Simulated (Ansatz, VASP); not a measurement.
## Te2Pt in VASP and in Ansatz

```
Te Pt
1.0
     4.01000    0.00000    0.00000
    -2.00500    3.47276    0.00000
     0.00000    0.00000    5.20100
Te Pt
2 1
Direct
  0.33333 0.66667 0.26702
  0.66667 0.33333 0.73298
  0.00000 0.00000 0.00000
```

Alike in both runs: functional PBE; dispersion D3(BJ); k mesh 12 × 12 × 8; occupations gaussian, width 0.1 eV; no spin polarisation.

Ansatz relaxed the structure, and its values are those at the end. VASP's run is a single point on that final structure, the one shown.

|  | VASP | Ansatz |
| --- | --- | --- |
| version | VASP 6.6.1 | Ansatz 0.2.0 |
| potentials or method | VASP PAW PBE potentials, release 64 (Te, Pt), cutoff 500 eV | scalar-relativistic, plane waves, PAW |
| valence electrons in the cell | 22 | 50 |

Ansatz gave:

| Quantity | Value |
| --- | --- |
| gap on the k mesh at the Fermi level (eV) | none |
| pressure (GPa) | 0.7 |
| rms of the force components (eV/Å) | 0.004 |

Estimate VASP's values.

gap on the k mesh at the Fermi level (eV): none; pressure (GPa): 0.4; rms of the force components (eV/Å): 0.007.

A gap of «none» marks a metal or a gap that the smearing closes. VASP's potentials hold 22 valence electrons a cell and Ansatz's 50, so a difference there can come from the potentials and not from the codes. Ansatz's warnings: stress scf threshold loose.

Neither program's run includes spin-orbit coupling.
